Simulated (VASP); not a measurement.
# TiO2 (Pbcn) in VASP: notebook, part 2 of 2

VASP 6.6.1. Earlier steps stand in the parts before.

**4. Relaxation of cell and atoms, PBEsol**

This run uses another cell than the first one, of 10.26 Å³/atom.

INCAR reads:

```
SYSTEM = TiO2
PREC = Accurate
ENCUT = 600
EDIFF = 1E-6
ISMEAR = -1
SIGMA = 0.05
LREAL = .False.
LASPH = .True.
NELM = 60
ALGO = Normal
ISIF = 3
LWAVE = .False.
LCHARG = .False.
GGA = PS
IBRION = 2
NSW = 60
EDIFFG = -0.01
```

KPOINTS reads:

```
Automatic mesh
0
Gamma
  6 5 6
  0 0 0
```

POSCAR reads:

```
TiO2
1.0
    4.5453495500      0.0000000000      0.0000000000
    0.0000000000      5.5196194400      0.0000000000
    0.0000000000      0.0000000000      4.9091968600
Ti O
4 8
Direct
    0.0000000000      0.1729909300      0.7500000000
    0.5000000000      0.3270090700      0.2500000000
    0.0000000000      0.8270090700      0.2500000000
    0.5000000000      0.6729909300      0.7500000000
    0.2714506200      0.3817246400      0.9186490800
    0.7714506200      0.1182753600      0.0813509200
    0.2285493800      0.1182753600      0.4186490800
    0.7285493800      0.3817246400      0.5813509200
    0.2714506200      0.6182753600      0.4186490800
    0.7714506200      0.8817246400      0.5813509200
    0.2285493800      0.8817246400      0.9186490800
    0.7285493800      0.6182753600      0.0813509200
```

Potentials or basis: VASP PAW PBE potentials, release 64 (Ti_sv, O).

Command:

```sh
> cat potpaw_PBE.64/Ti_sv/POTCAR potpaw_PBE.64/O/POTCAR > POTCAR
> mpirun -np 1 vasp_std > vasp.out
```

OUTCAR:

```text
SYSTEM = TiO2
   PREC = Accurate
   ENCUT = 600
   EDIFF = 1E-6
   ISMEAR = -1
   LREAL = .False.
   LASPH = .True.
   NELM = 60
   ISIF = 3
   GGA = PS
   IBRION = 2
   NSW = 60
   EDIFFG = -0.01

 ion  position               nearest neighbor table
   1  0.000  0.173  0.750-   5 1.88   8 1.88   7 1.95   6 1.95  10 2.09  11 2.09
   2  0.500  0.327  0.250-   6 1.88   7 1.88   5 1.95   8 1.95   9 2.09  12 2.09
   3  0.000  0.827  0.250-   9 1.88  12 1.88  11 1.95  10 1.95   6 2.09   7 2.09
   4  0.500  0.673  0.750-  10 1.88  11 1.88   9 1.95  12 1.95   5 2.09   8 2.09
   5  0.271  0.382  0.919-   1 1.88   2 1.95   4 2.09
   6  0.771  0.118  0.081-   2 1.88   1 1.95   3 2.09
   7  0.229  0.118  0.419-   2 1.88   1 1.95   3 2.09
   8  0.729  0.382  0.581-   1 1.88   2 1.95   4 2.09
   9  0.271  0.618  0.419-   3 1.88   4 1.95   2 2.09
  10  0.771  0.882  0.581-   4 1.88   3 1.95   1 2.09
  11  0.229  0.882  0.919-   4 1.88   3 1.95   1 2.09
  12  0.729  0.618  0.081-   3 1.88   4 1.95   2 2.09

  LATTYP: Found a simple orthorhombic cell.
 ALAT       =     4.5453495500
 B/A-ratio  =     1.0800482572
 C/A-ratio  =     1.2143443269

  Lattice vectors:

 A1 = (  -4.5453495500,   0.0000000000,   0.0000000000)
 A2 = (   0.0000000000,   0.0000000000,   4.9091968600)
 A3 = (   0.0000000000,   5.5196194400,   0.0000000000)

Analysis of symmetry for initial positions (statically):
=====================================================================
 Subroutine PRICEL returns:
 Original cell was already a primitive cell.

 Routine SETGRP: Setting up the symmetry group for a
 simple orthorhombic supercell.

 Subroutine GETGRP returns: Found  8 space group operations
 (whereof  2 operations were pure point group operations)
 out of a pool of  8 trial point group operations.

The static configuration has the point symmetry S_2 .
 The point group associated with its full space group is D_2h.

Analysis of symmetry for dynamics (positions and initial velocities):
[... 159 lines left out ...]
   AEXX    =    0.0000 exact exchange contribution
   IVDW    =     0    specifies the selected vdW correction
   LEPSILON=     F    determine dielectric tensor
   LRPA    =     F    only Hartree local field effects (RPA)
 conjugate gradient relaxation of ions
 non-spin polarized calculation
  energy-cutoff  :      600.00
  volume of cell :      123.16
 maximum number of plane-waves:      4136
   NGX = 19   NGY = 23   NGZ = 19

--------------------------------------- Ionic step        1  -------------------------------------------

 number of electron      96.0000017 magnetization

 Free energy of the ion-electron system (eV)
  ---------------------------------------------------
  ext. energy  EPLUGINS =         0.00000000
  ---------------------------------------------------
  free energy    TOTEN  =      -112.29006170 eV

  energy without entropy =     -112.29006170  energy(sigma->0) =     -112.29006170

------------------------ aborting loop because EDIFF is reached ----------------------------------------

  FORCE on cell =-STRESS in cart. coord.  units (eV):
  Direction    XX          YY          ZZ          XY          YZ          ZX
  --------------------------------------------------------------------------------------
  -------------------------------------------------------------------------------------
  Total       -1.8726122     -1.9267693     -2.2564021      0.0000000      0.0000000      0.0000000
  in kB      -24.3596790    -25.0641764    -29.3521701      0.0000000      0.0000000      0.0000000
  external PRESSURE =     -26.2586752 kB  Pullay stress =       0.0000000 kB
[... 309 lines left out ...]
--------------------------------------- Ionic step        8  -------------------------------------------

 number of electron      96.0000020 magnetization

 Free energy of the ion-electron system (eV)
  ---------------------------------------------------
  ext. energy  EPLUGINS =         0.00000000
  ---------------------------------------------------
  free energy    TOTEN  =      -112.30194041 eV

  energy without entropy =     -112.30194041  energy(sigma->0) =     -112.30194041

 E-fermi :   5.7683     XC(G=0): -11.8689

 val. band max:        4.6046203959   @ k =   0.0000   0.0000   0.0000
 cond. band min:       7.2254296929   @ k =   0.0000   0.0000   0.5000
 fundamental gap:      2.6208092970
 Fermi energy:         5.7682529537

 k-point     1 :       0.0000    0.0000    0.0000
  band No.  band energies     occupation
      1     -51.5163      2.00000
      2     -51.4922      2.00000
      3     -51.4842      2.00000
      4     -51.4779      2.00000
      5     -28.0898      2.00000
      6     -28.0032      2.00000
[... 1429 lines left out ...]
     56       8.4010      0.00000
     57       8.6272      0.00000

 [... further k-points ...]

------------------------ aborting loop because EDIFF is reached ----------------------------------------

  FORCE on cell =-STRESS in cart. coord.  units (eV):
  Direction    XX          YY          ZZ          XY          YZ          ZX
  --------------------------------------------------------------------------------------
  -------------------------------------------------------------------------------------
  Total       -0.1020112     -0.0382061     -0.0462917      0.0000000      0.0000000      0.0000000
  in kB       -1.3406199     -0.5021008     -0.6083602      0.0000000      0.0000000      0.0000000
  external PRESSURE =      -0.8170270 kB  Pullay stress =       0.0000000 kB
[... 27 lines left out ...]
  FREE ENERGIE OF THE ION-ELECTRON SYSTEM (eV)
  ---------------------------------------------------
  free  energy   TOTEN  =      -112.3019404066 eV

  energy  without entropy=     -112.3019404066  energy(sigma->0) =     -112.30194041

 reached required accuracy - stopping structural energy minimisation
```

OSZICAR:

```text
N       E                     dE             d eps       ncg     rms          rms(c)
DAV:   1     0.161259444562E+04    0.16126E+04   -0.52378E+04  5472   0.223E+03
DAV:   2     0.207019217622E+03   -0.14056E+04   -0.13496E+04  5506   0.665E+02
DAV:   3    -0.119252662938E+03   -0.32627E+03   -0.31476E+03  7163   0.263E+02
[... 69 lines left out ...]
DAV:   1    -0.112301715624E+03    0.20077E-03   -0.29670E-02  6044   0.169E+00    0.713E-02
DAV:   2    -0.112301953869E+03   -0.23825E-03   -0.33752E-03  5779   0.343E-01    0.414E-02
DAV:   3    -0.112301945171E+03    0.86985E-05   -0.21001E-04  7718   0.886E-02    0.189E-02
DAV:   4    -0.112301941070E+03    0.41015E-05   -0.28180E-05  8508   0.336E-02    0.965E-03
DAV:   5    -0.112301940407E+03    0.66290E-06   -0.72782E-06  6446   0.166E-02
   8 F= -.11230194E+03 E0= -.11230194E+03  d E =-.174184E-03
```

It took 45 min on 1 thread of Oxide Virtual Turin-like, shared host; peak memory 0.43 GiB.

What came out:

```yaml
Free_energy: -112.3019 eV
Relaxed_volume: 10.16 Å³/atom
Relaxed_cell: a = 4.542 Å, b = 5.496 Å, c = 4.884 Å, α = 90.00°, β = 90.00°, γ = 90.00°
Space_group_after_relaxing_to_0.1_Å: Pbcn (No. 60)
Energy_gained_by_relaxing: 1.0 meV/atom
Ionic_steps: 8
Pressure_after_relaxing: -0.1 GPa
Largest_force_after_relaxing: 0.005 eV/Å
Band_gap_on_the_k_mesh: 2.62 eV (least direct gap 2.68 eV)
```

Forces on the atoms (eV/Å):
```
Ti   0.000  0.005  0.000
Ti   0.000 -0.005  0.000
Ti   0.000 -0.005  0.000
Ti   0.000  0.005  0.000
O    0.000  0.002  0.004
O    0.000 -0.002 -0.004
O    0.000 -0.002  0.004
O    0.000  0.002 -0.004
O    0.000 -0.002  0.004
O    0.000  0.002 -0.004
O    0.000  0.002  0.004
O    0.000 -0.002 -0.004
```

The path:
```
step  energy change (eV)  largest force (eV/Å)  pressure (GPa)  volume (Å³)
   1              0.0000                0.0575           -2.63       123.16
   2              0.0076                0.0756            3.59       120.19
   3             -0.0113                0.0283            0.01       121.86
   4             -0.0113                0.0276            0.05       121.83
   5             -0.0115                0.0217            0.06       121.83
   6             -0.0117                0.0226            0.04       121.84
   7             -0.0119                0.0104           -0.03       121.89
   8             -0.0119                0.0052           -0.08       121.91
```

Final structure:
```cif
data_structure
_symmetry_space_group_name_H-M 'P 1'
_symmetry_Int_Tables_number 1
_cell_length_a 4.5416
_cell_length_b 5.4960
_cell_length_c 4.8843
_cell_angle_alpha 90.000
_cell_angle_beta 90.000
_cell_angle_gamma 90.000
_cell_volume 121.91
loop_
_atom_site_label
_atom_site_type_symbol
_atom_site_fract_x
_atom_site_fract_y
_atom_site_fract_z
_atom_site_occupancy
Ti1 Ti 0.00000 0.17439 0.75000 1
Ti2 Ti 0.50000 0.32561 0.25000 1
Ti3 Ti 0.00000 0.82561 0.25000 1
Ti4 Ti 0.50000 0.67439 0.75000 1
O1 O 0.27176 0.38179 0.91859 1
O2 O 0.77176 0.11821 0.08142 1
O3 O 0.22824 0.11821 0.41858 1
O4 O 0.72824 0.38179 0.58142 1
O5 O 0.27176 0.61821 0.41858 1
O6 O 0.77176 0.88179 0.58142 1
O7 O 0.22824 0.88179 0.91859 1
O8 O 0.72824 0.61821 0.08142 1
```

Levels at points of the mesh, in eV from the valence-band top:
| k point | band 45 | band 46 | band 47 | band 48 | band 49 | band 50 | band 51 | band 52 |
| --- | --- | --- | --- | --- | --- | --- | --- | --- |
| (0.00, 0.00, 0.00) | -0.53 | -0.41 | -0.01 | 0.00 | 2.68 | 2.69 | 2.83 | 2.86 |
| (0.50, 0.00, 0.00) | -0.50 | -0.50 | -0.25 | -0.25 | 3.12 | 3.12 | 3.27 | 3.27 |
| (0.00, 0.00, 0.50) | -0.44 | -0.44 | -0.29 | -0.29 | 2.62 | 2.62 | 3.06 | 3.06 |
| (0.50, 0.00, 0.50) | -0.50 | -0.50 | -0.50 | -0.50 | 3.00 | 3.00 | 3.00 | 3.00 |

Caveat: the PAW data sets were made with another functional, which shifts forces and pressure a little. A k mesh can miss the band edges.

**5. Summary**

| task | level | U | cell | cutoff (eV) | gap on the mesh (eV) | pressure (GPa) | largest force (eV/Å) |
| --- | --- | --- | --- | --- | --- | --- | --- |
| single point | PBEsol+U | Ti d U = 6.0 eV | a = 4.556, b = 5.498, c = 4.961 Å, 12 atoms, atomic positions A | 520 | 3.22 | 6.4 | 0.22 |
| single point | r2SCAN | - | a = 4.545, b = 5.514, c = 4.894 Å, 12 atoms, atomic positions B | 520 | 3.06 | 1.4 | 0.11 |
| relaxation of cell and atoms | PBEsol | - | relaxed from a = 4.545, b = 5.520, c = 4.909 Å, 12 atoms, atomic positions C | 600 | 2.62 | -0.1 | 0.01 |

Alike in all rows: potentials or basis VASP PAW PBE potentials, release 64 (Ti_sv, O); no spin polarisation; k mesh 6 × 5 × 6; smearing fermi-dirac 0.05 eV.

Caveats: the PAW data sets were made with another functional, which shifts forces and pressure a little; the cell stands under pressure (at least some runs).

Absolute energies hang on the potentials; compare differences alone.
